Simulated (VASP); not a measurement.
A run of VASP 6.6.1 is set up as follows.

File INCAR:

```
SYSTEM = Al
  PREC = Accurate
  ENCUT = 520
  EDIFF = 1E-7
  ISMEAR = 0
  SIGMA = 0.15
  LREAL = .FALSE.
  LASPH = .TRUE.
  NELM = 80
  ALGO = Fast
  ISIF = 2
  LWAVE = .FALSE.
  LCHARG = .FALSE.
  GGA = PS
  NBANDS = 10
```

KPOINTS

```
regular mesh
0
G
  24 24 12
  0 0 0
```

POSCAR

```
Al
1.0
    2.8917208132      0.0000000000      0.0000000000
   -1.4458604066      2.5043036849      0.0000000000
    0.0000000000      0.0000000000      4.6036946748
Al
2
Direct
    0.6666666667      0.3333333333      0.7500000000
    0.3333333333      0.6666666667      0.2500000000
```

Potentials or basis: VASP PAW PBE potentials, release 64 (Al).

Launch:

```bash
$ cat potpaw_PBE.64/Al/POTCAR > POTCAR
$ mpirun -np 1 vasp_std > vasp.out
```

**Question.** Estimate the band gap on the k mesh.

**Answer.** Zero (band 3 reaches 12.39 eV, above the bottom of band 4 at 4.59 eV).

**Question.** Estimate the pressure.

**Answer.** -1.5 GPa.

Stress tensor (GPa, compression positive):
```
-2.43  0.00  0.00
 0.00 -2.43  0.00
 0.00  0.00  0.38
```

Caveat: the PAW data sets were made with another functional, which shifts forces and pressure a little.
